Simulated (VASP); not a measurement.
# SiC (F-43m) in VASP: single point with PBE0

Aim: the single point of SiC with PBE0.

All numbers are computed with VASP 6.6.1; they aren't measurements. Logs are shortened: lines on timing, memory, paths and dates and some standing lists are left out, and cuts for length are marked.

### Step 1. The cell of the first run

Symmetry: F-43m, No. 216, cubic system. The conventional cell has a = 4.347 Å, b = 4.347 Å, c = 4.347 Å, α = 90.00°, β = 90.00°, γ = 90.00°. Within 2.5 Å of Si (site symmetry -43m) lie 4 C at 1.88 Å. C (site symmetry -43m) has 4 Si at 1.88 Å within 2.5 Å.

### Step 2. Single point, PBE0 (volume scaled by 1.000 of the coarse rest volume)

POSCAR reads:

```
SiC
1.0
    0.0000000000      2.1737000000      2.1737000000
    2.1737000000      0.0000000000      2.1737000000
    2.1737000000      2.1737000000      0.0000000000
Si C
1 1
Direct
    0.0000000000      0.0000000000      0.0000000000
    0.2500000000      0.2500000000      0.2500000000
```

INCAR.step1 reads:

```
SYSTEM = SiC
PREC = Accurate
ENCUT = 520
EDIFF = 1E-5
ISMEAR = 0
SIGMA = 0.02
LREAL = .False.
LASPH = .True.
NELM = 80
ALGO = Normal
ISIF = 2
LWAVE = .True.
LCHARG = .False.
NBANDS = 11
GGA = PE
```

INCAR.step2 reads:

```
SYSTEM = SiC
PREC = Accurate
ENCUT = 520
EDIFF = 1E-7
ISMEAR = 0
SIGMA = 0.02
LREAL = .False.
LASPH = .True.
NELM = 80
ALGO = Normal
ISIF = 2
LWAVE = .False.
LCHARG = .False.
GGA = PE
LHFCALC = .True.
AEXX = 0.25
PRECFOCK = Normal
NBANDS = 11
ISTART = 1
```

KPOINTS reads:

```
regular mesh
0
Gamma
  6 6 6
  0 0 0
```

Potentials or basis: VASP PAW PBE potentials, release 64 (Si, C).

Started as:

```
$ cat potpaw_PBE.64/Si/POTCAR potpaw_PBE.64/C/POTCAR > POTCAR
$ cp INCAR.step1 INCAR
$ mpirun -np 1 vasp_std > vasp.out
$ cp INCAR.step2 INCAR
$ mpirun -np 1 vasp_std > vasp.out
```

OUTCAR:

```text
SYSTEM = SiC
   PREC = Accurate
   ENCUT = 520
   EDIFF = 1E-7
   ISMEAR = 0
   LREAL = .False.
   LASPH = .True.
   NELM = 80
   ISIF = 2
   GGA = PE
   LHFCALC = .True.
   AEXX = 0.25
   PRECFOCK = Normal
   ISTART = 1

 ion  position               nearest neighbor table
   1  0.000  0.000  0.000-   2 1.88   2 1.88   2 1.88   2 1.88
   2  0.250  0.250  0.250-   1 1.88   1 1.88   1 1.88   1 1.88

  LATTYP: Found a face centered cubic cell.
 ALAT       =     4.3474000000

  Lattice vectors:

 A1 = (   0.0000000000,   2.1737000000,   2.1737000000)
 A2 = (   2.1737000000,   0.0000000000,   2.1737000000)
 A3 = (   2.1737000000,   2.1737000000,   0.0000000000)

Analysis of symmetry for initial positions (statically):
=====================================================================
 Subroutine PRICEL returns:
 Original cell was already a primitive cell.

 Routine SETGRP: Setting up the symmetry group for a
 face centered cubic supercell.

 Subroutine GETGRP returns: Found 24 space group operations
 (whereof 24 operations were pure point group operations)
 out of a pool of 48 trial point group operations.

The static configuration has the point symmetry T_d .

Analysis of symmetry for dynamics (positions and initial velocities):
=====================================================================
 Subroutine PRICEL returns:
 Original cell was already a primitive cell.

 Routine SETGRP: Setting up the symmetry group for a
 face centered cubic supercell.

 Subroutine GETGRP returns: Found 24 space group operations
 (whereof 24 operations were pure point group operations)
 out of a pool of 48 trial point group operations.

The dynamic configuration has the point symmetry T_d .

 Subroutine INISYM returns: Found 24 space group operations
 (whereof 24 operations are pure point group operations),
 and found     1 'primitive' translations

----------------------------------------------------------------------------------------

                                     Primitive cell

  volume of cell :      20.5413

  direct lattice vectors                    reciprocal lattice vectors
     0.000000000  2.173700000  2.173700000    -0.230022542  0.230022542  0.230022542
     2.173700000  0.000000000  2.173700000     0.230022542 -0.230022542  0.230022542
     2.173700000  2.173700000  0.000000000     0.230022542  0.230022542 -0.230022542

  length of vectors
     3.074076021  3.074076021  3.074076021     0.398410730  0.398410730  0.398410730

  position of ions in fractional coordinates (direct lattice)
     0.000000000  0.000000000  0.000000000
     0.250000000  0.250000000  0.250000000

  ion indices of the primitive-cell ions
   primitive index   ion index
                 1           1
                 2           2

----------------------------------------------------------------------------------------

 KPOINTS: regular mesh

Automatic generation of k-mesh.
 Grid dimensions read from file:
 generate k-points for:    6    6    6

 Generating k-lattice:

  Cartesian coordinates                     Fractional coordinates (reciprocal lattice)
    -0.038337090  0.038337090  0.038337090     0.166666667  0.000000000  0.000000000
     0.038337090 -0.038337090  0.038337090     0.000000000  0.166666667  0.000000000
     0.038337090  0.038337090 -0.038337090     0.000000000  0.000000000  0.166666667

  Length of vectors
     0.066401788  0.066401788  0.066401788

  Shift w.r.t. Gamma in fractional coordinates (k-lattice)
     0.000000000  0.000000000  0.000000000

 Subroutine IBZKPT returns following result:
 ===========================================

 Found     16 irreducible k-points:

 Following reciprocal coordinates:
            Coordinates               Weight
  0.000000  0.000000  0.000000      1.000000
  0.166667  0.000000  0.000000      8.000000
  0.333333  0.000000  0.000000      8.000000
  0.500000  0.000000  0.000000      4.000000
  0.166667  0.166667  0.000000      6.000000
  0.333333  0.166667  0.000000     24.000000
[... 8 lines left out ...]
 -0.333333  0.333333  0.166667     24.000000
 -0.333333  0.500000  0.166667     12.000000
   k-points           NKPTS =     16   k-points in BZ     NKDIM =    216   number of bands    NBANDS=     11
   number of dos      NEDOS =    301   number of ions     NIONS =      2
   total plane-waves  NPLWV =  13824
   dimension x,y,z NGX =    24 NGY =   24 NGZ =   24
   dimension x,y,z NGXF=    48 NGYF=   48 NGZF=   48
   ions per type =               1   1
   NGX,Y,Z   is equivalent  to a cutoff of  12.98, 12.98, 12.98 a.u.
   NGXF,Y,Z  is equivalent  to a cutoff of  25.96, 25.96, 25.96 a.u.
 SYSTEM =  SiC
   PREC   = accura    normal or accurate (medium, high low for compatibility)
   ISTART =      1    job   : 0-new  1-cont  2-samecut
   ICHARG =      0    charge: 1-file 2-atom 10-const
   ISPIN  =      1    spin polarized calculation?
   LNONCOLLINEAR =      F non collinear calculations
   LSORBIT =      F    spin-orbit coupling
   LASPH  =      T    aspherical Exc in radial PAW
   ENCUT  =  520.0 eV  38.22 Ry    6.18 a.u.   5.72  5.72  5.72*2*pi/ulx,y,z
   NELM   =     80;   NELMIN=  2; NELMDL=  0     # of ELM steps
   EDIFF  = 0.1E-06   stopping-criterion for ELM
   LREAL  =      F    real-space projection
   EDIFFG = 0.1E-05   stopping-criterion for IOM
   NSW    =      0    number of steps for IOM
   IBRION =     -1    ionic relax: 0-MD 1-quasi-New 2-CG
   NFREE  =      0    steps in history (QN), initial steepest desc. (CG)
   ISIF   =      2    stress and relaxation
   ISYM   =      3    0-nonsym 1-usesym 2-fastsym
   POTIM  = 0.5000    time-step for ionic-motion
   TEBEG  =    0.0;   TEEND  =   0.0 temperature during run
   PSTRESS=    0.0 pullay stress
   NELECT =       8.0000    total number of electrons
   NUPDOWN=      -1.0000    fix difference up-down
   EMIN   =  10.00;   EMAX   =-10.00  energy-range for DOS
   EFERMI =   0.00;   METHOD = LEGACY
   ISMEAR =     0;   SIGMA  =   0.02  broadening in eV -4-tet -1-fermi 0-gaus
   EFERMI_NEDOS =   21; number of points for ismear=-14 and -15
   IALGO  =     38    algorithm
   IMIX   =      1    mixing-type and parameters
     AMIX     =   0.40;   BMIX     =  1.00
     AMIX_MAG =   1.60;   BMIX_MAG =  1.00
  volume/ion in A,a.u.               =      10.27        69.31
  Fermi-wavevector in a.u.,A,eV,Ry     =   1.195534  2.259231 19.446824  1.429301
  Thomas-Fermi vector in A             =   2.331497
   LORBIT       =      0    0 simple, 1 ext, 2 COOP (PROOUT), +10 PAW based schemes
   GGA     = PE    functional components
   LHFCALC =     T    Hartree Fock is set to
   PRECFOCK=normal    Normal, Fast or Accurate (Low or Medium for compatibility)
   ENCUT4O =  -1.0   cutoff for four orbital integrals eV
   NKREDX  =     1    reduce k-point grid by
   NKREDY  =     1    reduce k-point grid by
   NKREDZ  =     1    reduce k-point grid by
   AEXX    =    0.2500 exact exchange contribution
   HFSCREEN=    0.0000 screening length (either q_TF or 0.3 A-1)
   HFSCREENC=   0.0000 screening length for correlation (either q_TF or 0.3 A-1)
   ENCUTFOCK=  -1.0 apply spherical cutoff to Coloumb kernel
   IVDW    =     0    specifies the selected vdW correction
   LEPSILON=     F    determine dielectric tensor
   LRPA    =     F    only Hartree local field effects (RPA)
 non-spin polarized calculation
 Gauss-broadening in eV      SIGMA  =   0.02
  energy-cutoff  :      520.00
  volume of cell :       20.54
 maximum number of plane-waves:       568
  NGX = 18; NGY = 18; NGZ = 18

 number of electron       8.0000001 magnetization

 Free energy of the ion-electron system (eV)
  ---------------------------------------------------
  ext. energy  EPLUGINS =         0.00000000
  ---------------------------------------------------
  free energy    TOTEN  =       -18.47843757 eV

  energy without entropy =      -18.47843757  energy(sigma->0) =      -18.47843757

 E-fermi :   7.3866     XC(G=0):  -8.9738

 val. band max:        7.1866624256   @ k =   0.0000   0.0000   0.0000
 cond. band min:      10.1637483680   @ k =   0.5000   0.5000   0.0000
 fundamental gap:      2.9770859424
 Fermi energy:         7.3866409960

 k-point     1 :       0.0000    0.0000    0.0000
  band No.  band energies     occupation
      1      -9.9068      2.00000
      2       7.1867      2.00000
      3       7.1867      2.00000
      4       7.1867      2.00000
      5      15.5826      0.00000
      6      16.5918      0.00000
      7      16.5918      0.00000
      8      16.5918      0.00000
      9      24.1045      0.00000
     10      24.1045      0.00000
     11      26.0524      0.00000

 k-point     2 :       0.1667    0.0000    0.0000
  band No.  band energies     occupation
      1      -9.3170      2.00000
      2       4.5821      2.00000
      3       6.8256      2.00000
      4       6.8256      2.00000
      5      15.6180      0.00000
      6      17.1655      0.00000
      7      17.1655      0.00000
      8      17.8226      0.00000
      9      22.4457      0.00000
     10      22.4457      0.00000
     11      25.1533      0.00000

 k-point     3 :       0.3333    0.0000    0.0000
  band No.  band energies     occupation
      1      -7.6485      2.00000
      2       0.3447      2.00000
      3       6.2548      2.00000
      4       6.2548      2.00000
      5      14.9194      0.00000
      6      16.9333      0.00000
      7      16.9333      0.00000
      8      19.4907      0.00000
      9      23.9104      0.00000
     10      23.9104      0.00000
     11      24.8397      0.00000
[... 155 lines left out ...]
 k-point    15 :      -0.3333    0.3333    0.1667
  band No.  band energies     occupation
      1      -4.8442      2.00000
      2      -0.9502      2.00000
      3       1.9918      2.00000
      4       3.7766      2.00000
      5      14.2115      0.00000
      6      17.2322      0.00000
      7      19.9601      0.00000
      8      20.8083      0.00000
      9      22.7229      0.00000
     10      26.3115      0.00000
     11      31.0840      0.00000

 k-point    16 :      -0.3333    0.5000    0.1667
  band No.  band energies     occupation
      1      -4.2681      2.00000
      2      -0.8492      2.00000
      3       2.2153      2.00000
      4       2.4040      2.00000
      5      12.9888      0.00000
      6      16.3311      0.00000
      7      20.4609      0.00000
      8      21.9156      0.00000
      9      24.1744      0.00000
     10      27.6263      0.00000
     11      31.2928      0.00000

------------------------ aborting loop because EDIFF is reached ----------------------------------------

  FORCE on cell =-STRESS in cart. coord.  units (eV):
  Direction    XX          YY          ZZ          XY          YZ          ZX
  --------------------------------------------------------------------------------------
  -------------------------------------------------------------------------------------
  Total       -0.0372034     -0.0372034     -0.0372034      0.0000000      0.0000000      0.0000000
  in kB       -2.9017830     -2.9017830     -2.9017830      0.0000000      0.0000000      0.0000000
  external PRESSURE =      -2.9017830 kB  Pullay stress =       0.0000000 kB

 VOLUME and BASIS-vectors are now :
 -----------------------------------------------------------------------------
  energy-cutoff  :      520.00
  volume of cell :       20.54
      direct lattice vectors                 reciprocal lattice vectors
     0.000000000  2.173700000  2.173700000    -0.230022542  0.230022542  0.230022542
     2.173700000  0.000000000  2.173700000     0.230022542 -0.230022542  0.230022542
     2.173700000  2.173700000  0.000000000     0.230022542  0.230022542 -0.230022542

 POSITION                                       TOTAL-FORCE (eV/Angst)
 -----------------------------------------------------------------------------------
      0.00000      0.00000      0.00000         0.000000      0.000000      0.000000
      1.08685      1.08685      1.08685        -0.000000     -0.000000     -0.000000
 -----------------------------------------------------------------------------------
    total drift:                                0.000000     -0.000000      0.000000

  FREE ENERGIE OF THE ION-ELECTRON SYSTEM (eV)
  ---------------------------------------------------
  free  energy   TOTEN  =       -18.4784375706 eV

  energy  without entropy=      -18.4784375706  energy(sigma->0) =      -18.47843757
```

It took 6.6 min on 1 thread of Intel Xeon 6975P-C, shared host; peak memory 0.14 GiB.

Results:

| Item | Value |
| --- | --- |
| Free energy | -18.4784 eV |
| Pressure | -0.3 GPa |
| Band gap on the k mesh | 2.98 eV, indirect (least direct gap 6.50 eV) |

Caveat: the PAW data sets were made with another functional, which shifts forces and pressure a little. A k mesh can miss the band edges.
